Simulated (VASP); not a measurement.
# SnO2 (Cassiterite) (P4_2/mnm) in VASP: relaxation of cell and atoms with LDA

Aim: the relaxation of cell and atoms of SnO2 (Cassiterite) with LDA.

Program: VASP 6.6.1. These are calculated values, not measurements. Logs are shortened: lines on timing, memory, paths and dates and some standing lists are left out, and cuts for length are marked.

## (1) The cell of the first run

It takes space group P4_2/mnm (No. 136, tetragonal). Conventional cell: a = 4.827 Å, b = 4.827 Å, c = 3.238 Å, α = 90.00°, β = 90.00°, γ = 90.00°. Within 2.8 Å of Sn (site symmetry mmm) lie 6 O at 2.09 Å. O (site symmetry m2m) has 3 Sn at 2.09 Å and 1 O at 2.64 Å within 2.8 Å.

## (2) Relaxation of cell and atoms, LDA

Contents of INCAR:

```
PREC = Accurate
ENCUT = 600
EDIFF = 1E-6
ISMEAR = -1
SIGMA = 0.02
LREAL = False
LASPH = True
NELM = 100
ALGO = Normal
ISIF = 3
LWAVE = False
LCHARG = False
GGA = CA
IBRION = 2
NSW = 80
EDIFFG = -0.005
```

Contents of KPOINTS:

```
Automatic mesh
0
Gamma
  6 6 8
```

Contents of POSCAR:

```
SnO2
1.0
    4.8269436154      0.0000000000      0.0000000000
    0.0000000000      4.8269436154      0.0000000000
    0.0000000000      0.0000000000      3.2382199265
Sn O
2 4
Direct
    0.0000000000      0.0000000000      0.0000000000
    0.5000000000      0.5000000000      0.5000000000
    0.3065716171      0.3065716171      0.0000000000
    0.1934283829      0.8065716171      0.5000000000
    0.6934283829      0.6934283829      0.0000000000
    0.8065716171      0.1934283829      0.5000000000
```

Potentials or basis: VASP PAW LDA potentials, release 64 (Sn_d, O).

Command:

```bash
$ cat potpaw_LDA.64/Sn_d/POTCAR potpaw_LDA.64/O/POTCAR > POTCAR
$ mpirun -np 1 vasp_std > vasp.out
```

OUTCAR:

```text
PREC = Accurate
   ENCUT = 600
   EDIFF = 1E-6
   ISMEAR = -1
   LREAL = False
   LASPH = True
   NELM = 100
   ISIF = 3
   GGA = CA
   IBRION = 2
   NSW = 80
   EDIFFG = -0.005

 ion  position               nearest neighbor table
   1  0.000  0.000  0.000-   4 2.09   6 2.09   4 2.09   6 2.09   5 2.09   3 2.09
   2  0.500  0.500  0.500-   3 2.09   5 2.09   3 2.09   5 2.09   4 2.09   6 2.09
   3  0.307  0.307  0.000-   2 2.09   2 2.09   1 2.09
   4  0.193  0.807  0.500-   1 2.09   1 2.09   2 2.09
   5  0.693  0.693  0.000-   2 2.09   2 2.09   1 2.09
   6  0.807  0.193  0.500-   1 2.09   1 2.09   2 2.09

  LATTYP: Found a simple tetragonal cell.
 ALAT       =     4.8269436154
 C/A-ratio  =     0.6708634251

  Lattice vectors:

 A1 = (   4.8269436154,   0.0000000000,   0.0000000000)
 A2 = (   0.0000000000,   4.8269436154,   0.0000000000)
 A3 = (   0.0000000000,   0.0000000000,   3.2382199265)

Analysis of symmetry for initial positions (statically):
=====================================================================
 Subroutine PRICEL returns:
 Original cell was already a primitive cell.

 Routine SETGRP: Setting up the symmetry group for a
 simple tetragonal supercell.

 Subroutine GETGRP returns: Found 16 space group operations
 (whereof  8 operations were pure point group operations)
 out of a pool of 16 trial point group operations.

The static configuration has the point symmetry D_2h.
 The point group associated with its full space group is D_4h.

Analysis of symmetry for dynamics (positions and initial velocities):
=====================================================================
 Subroutine PRICEL returns:
 Original cell was already a primitive cell.

 Routine SETGRP: Setting up the symmetry group for a
 simple tetragonal supercell.

 Subroutine GETGRP returns: Found 16 space group operations
 (whereof  8 operations were pure point group operations)
 out of a pool of 16 trial point group operations.

The dynamic configuration has the point symmetry D_2h.
 The point group associated with its full space group is D_4h.

 Subroutine INISYM returns: Found 16 space group operations
 (whereof  8 operations are pure point group operations),
 and found     1 'primitive' translations

----------------------------------------------------------------------------------------

                                     Primitive cell

  volume of cell :      75.4485

  direct lattice vectors                    reciprocal lattice vectors
     4.826943615  0.000000000  0.000000000     0.207170433  0.000000000  0.000000000
     0.000000000  4.826943615  0.000000000     0.000000000  0.207170433  0.000000000
     0.000000000  0.000000000  3.238219926     0.000000000  0.000000000  0.308811638

  length of vectors
     4.826943615  4.826943615  3.238219926     0.207170433  0.207170433  0.308811638

  position of ions in fractional coordinates (direct lattice)
     0.000000000  0.000000000  0.000000000
     0.500000000  0.500000000  0.500000000
     0.306571617  0.306571617  0.000000000
     0.193428383  0.806571617  0.500000000
     0.693428383  0.693428383  0.000000000
     0.806571617  0.193428383  0.500000000

  ion indices of the primitive-cell ions
   primitive index   ion index
                 1           1
                 2           2
                 3           3
                 4           4
                 5           5
                 6           6

----------------------------------------------------------------------------------------

 KPOINTS: Automatic mesh

Automatic generation of k-mesh.
 Grid dimensions read from file:
 generate k-points for:    6    6    8

 Generating k-lattice:

  Cartesian coordinates                     Fractional coordinates (reciprocal lattice)
     0.034528406  0.000000000  0.000000000     0.166666667  0.000000000  0.000000000
     0.000000000  0.034528406  0.000000000     0.000000000  0.166666667  0.000000000
     0.000000000  0.000000000  0.038601455     0.000000000  0.000000000  0.125000000

  Length of vectors
     0.034528406  0.034528406  0.038601455

  Shift w.r.t. Gamma in fractional coordinates (k-lattice)
     0.000000000  0.000000000  0.000000000

 Subroutine IBZKPT returns following result:
 ===========================================

 Found     50 irreducible k-points:

 Following reciprocal coordinates:
            Coordinates               Weight
  0.000000  0.000000  0.000000      1.000000
  0.166667  0.000000  0.000000      4.000000
  0.333333  0.000000  0.000000      4.000000
  0.500000  0.000000  0.000000      2.000000
  0.166667  0.166667  0.000000      4.000000
  0.333333  0.166667  0.000000      8.000000
[... 16 lines left out ...]
  0.333333  0.000000  0.250000      8.000000
  0.500000  0.000000  0.250000      4.000000
 [... further k-points ...]
   k-points           NKPTS =     50   k-points in BZ     NKDIM =     50   number of bands    NBANDS=     31
   number of dos      NEDOS =    301   number of ions     NIONS =      6
   total plane-waves  NPLWV =  44800
   dimension x,y,z NGX =    40 NGY =   40 NGZ =   28
   dimension x,y,z NGXF=    80 NGYF=   80 NGZF=   56
   ions per type =               2   4
   NGX,Y,Z   is equivalent  to a cutoff of  13.78, 13.78, 14.37 a.u.
   NGXF,Y,Z  is equivalent  to a cutoff of  27.55, 27.55, 28.75 a.u.
 SYSTEM =  unknown system
   PREC   = accura    normal or accurate (medium, high low for compatibility)
   ISTART =      0    job   : 0-new  1-cont  2-samecut
   ICHARG =      2    charge: 1-file 2-atom 10-const
   ISPIN  =      1    spin polarized calculation?
   LNONCOLLINEAR =      F non collinear calculations
   LSORBIT =      F    spin-orbit coupling
   LASPH  =      T    aspherical Exc in radial PAW
   ENCUT  =  600.0 eV  44.10 Ry    6.64 a.u.   9.64  9.64  6.47*2*pi/ulx,y,z
   NELM   =    100;   NELMIN=  2; NELMDL= -5     # of ELM steps
   EDIFF  = 0.1E-05   stopping-criterion for ELM
   LREAL  =      F    real-space projection
   EDIFFG = -.5E-02   stopping-criterion for IOM
   NSW    =     80    number of steps for IOM
   IBRION =      2    ionic relax: 0-MD 1-quasi-New 2-CG
   NFREE  =      1    steps in history (QN), initial steepest desc. (CG)
   ISIF   =      3    stress and relaxation
   ISYM   =      2    0-nonsym 1-usesym 2-fastsym
   POTIM  = 0.5000    time-step for ionic-motion
   TEBEG  =    0.0;   TEEND  =   0.0 temperature during run
   PSTRESS=    0.0 pullay stress
   NELECT =      52.0000    total number of electrons
   NUPDOWN=      -1.0000    fix difference up-down
   EMIN   =  10.00;   EMAX   =-10.00  energy-range for DOS
   EFERMI =   0.00;   METHOD = LEGACY
   ISMEAR =    -1;   SIGMA  =   0.02  broadening in eV -4-tet -1-fermi 0-gaus
   EFERMI_NEDOS =   21; number of points for ismear=-14 and -15
   IALGO  =     38    algorithm
   IMIX   =      4    mixing-type and parameters
     AMIX     =   0.40;   BMIX     =  1.00
     AMIX_MAG =   1.60;   BMIX_MAG =  1.00
  volume/ion in A,a.u.               =      12.57        84.86
  Fermi-wavevector in a.u.,A,eV,Ry     =   1.446080  2.732695 28.451791  2.091148
  Thomas-Fermi vector in A             =   2.564189
   LORBIT       =      0    0 simple, 1 ext, 2 COOP (PROOUT), +10 PAW based schemes
   GGA     = CA    functional components
   LHFCALC =     F    Hartree Fock is set to
   AEXX    =    0.0000 exact exchange contribution
   IVDW    =     0    specifies the selected vdW correction
   LEPSILON=     F    determine dielectric tensor
   LRPA    =     F    only Hartree local field effects (RPA)
 conjugate gradient relaxation of ions
 non-spin polarized calculation
  energy-cutoff  :      600.00
  volume of cell :       75.45
 maximum number of plane-waves:      2557
 NGX is ok and might be reduce to    40
   NGX = 19   NGY = 19   NGZ = 13

--------------------------------------- Ionic step        1  -------------------------------------------

 number of electron      52.0000001 magnetization

 Free energy of the ion-electron system (eV)
  ---------------------------------------------------
  ext. energy  EPLUGINS =         0.00000000
  ---------------------------------------------------
  free energy    TOTEN  =       -42.17089516 eV

  energy without entropy =      -42.17089516  energy(sigma->0) =      -42.17089516

------------------------ aborting loop because EDIFF is reached ----------------------------------------

  FORCE on cell =-STRESS in cart. coord.  units (eV):
  Direction    XX          YY          ZZ          XY          YZ          ZX
  --------------------------------------------------------------------------------------
  -------------------------------------------------------------------------------------
  Total       -4.5207616     -4.5207616     -5.1311999     -0.0000000      0.0000000      0.0000000
  in kB      -96.0000358    -96.0000358   -108.9629178     -0.0000000      0.0000000      0.0000000
  external PRESSURE =    -100.3209964 kB  Pullay stress =       0.0000000 kB
[... 101 lines left out ...]
  FREE ENERGIE OF THE ION-ELECTRON SYSTEM (eV)
  ---------------------------------------------------
  free  energy   TOTEN  =       -42.2970334746 eV

  energy  without entropy=      -42.2970334746  energy(sigma->0) =      -42.29703347

[... ionic steps 4 to 7 ...]

--------------------------------------- Ionic step        8  -------------------------------------------

 number of electron      51.9999996 magnetization

------------------------ aborting loop because EDIFF is reached ----------------------------------------

  FORCE on cell =-STRESS in cart. coord.  units (eV):
  Direction    XX          YY          ZZ          XY          YZ          ZX
  --------------------------------------------------------------------------------------
  -------------------------------------------------------------------------------------
  Total       -0.0622256     -0.0622256     -0.0245157      0.0000000      0.0000000      0.0000000
  in kB       -1.3954203     -1.3954203     -0.5497697      0.0000000      0.0000000      0.0000000
  external PRESSURE =      -1.1135368 kB  Pullay stress =       0.0000000 kB
[... 65 lines left out ...]
  energy  without entropy=      -42.3025261531  energy(sigma->0) =      -42.30252615

--------------------------------------- Ionic step       10  -------------------------------------------

 number of electron      51.9999995 magnetization

 Free energy of the ion-electron system (eV)
  ---------------------------------------------------
  ext. energy  EPLUGINS =         0.00000000
  ---------------------------------------------------
  free energy    TOTEN  =       -42.30253221 eV

  energy without entropy =      -42.30253221  energy(sigma->0) =      -42.30253221

 E-fermi :   6.2733     XC(G=0): -11.8127

 val. band max:        5.8900883705   @ k =   0.0000   0.0000   0.0000
 cond. band min:       7.0426842329   @ k =   0.0000   0.0000   0.0000
 fundamental gap:      1.1525958624
 Fermi energy:         6.2733269707

 k-point     1 :       0.0000    0.0000    0.0000
  band No.  band energies     occupation
      1     -15.1196      2.00000
      2     -14.3449      2.00000
      3     -14.0793      2.00000
      4     -14.0599      2.00000
      5     -14.0599      2.00000
      6     -13.9838      2.00000
[... 805 lines left out ...]
     30      14.3909      0.00000
     31      15.2079      0.00000

 [... further k-points ...]
[... 5 lines left out ...]
  --------------------------------------------------------------------------------------
  -------------------------------------------------------------------------------------
  Total       -0.0160749     -0.0160749     -0.0084560      0.0000000      0.0000000      0.0000000
  in kB       -0.3607172     -0.3607172     -0.1897513      0.0000000      0.0000000      0.0000000
  external PRESSURE =      -0.3037286 kB  Pullay stress =       0.0000000 kB
[... 21 lines left out ...]
  FREE ENERGIE OF THE ION-ELECTRON SYSTEM (eV)
  ---------------------------------------------------
  free  energy   TOTEN  =       -42.3025322144 eV

  energy  without entropy=      -42.3025322144  energy(sigma->0) =      -42.30253221

 reached required accuracy - stopping structural energy minimisation
```

Wall time 13 min (1 thread of Intel Xeon Platinum 8259CL at 2.50GHz (Skylake/Cascade Lake), shared host); peak memory 0.26 GiB.

What came out:

- Free energy: -42.3025 eV
- Relaxed volume: 11.90 Å³/atom
- Relaxed cell: a = 4.727 Å, b = 4.727 Å, c = 3.196 Å, α = 90.00°, β = 90.00°, γ = 90.00°
- Space group after relaxing (to 0.05 Å): P4_2/mnm (No. 136)
- Energy gained by relaxing: 21.9 meV/atom
- Ionic steps: 10
- Pressure after relaxing: 0.0 GPa
- Band gap on the k mesh: 1.15 eV, direct

Step by step:
```tsv
step	energy change (eV)	largest force (eV/Å)	pressure (GPa)	volume (Å³)
1	0.0000	0.0913	-10.03	75.45
2	0.0934	0.5433	16.25	67.17
3	-0.1261	0.1476	-0.30	71.71
4	-0.1262	0.1529	-0.05	71.63
5	-0.1314	0.0139	0.08	71.40
6	-0.1314	0.0277	0.10	71.38
7	-0.1316	0.0104	-0.15	71.44
8	-0.1316	0.0089	-0.11	71.45
9	-0.1316	0.0047	0.11	71.38
10	-0.1316	0.0000	-0.03	71.40
```

Final structure:
```
Sn O
1.0
     4.72666    0.00000    0.00000
     0.00000    4.72666    0.00000
     0.00000    0.00000    3.19583
Sn O
2 4
Direct
  0.00000 0.00000 0.00000
  0.50000 0.50000 0.50000
  0.30604 0.30604 0.00000
  0.19396 0.80604 0.50000
  0.69396 0.69396 0.00000
  0.80604 0.19396 0.50000
```

Caveat: spin-orbit coupling is left out, which moves the levels of the heavy elements. LDA usually gives volumes a few per cent too small.
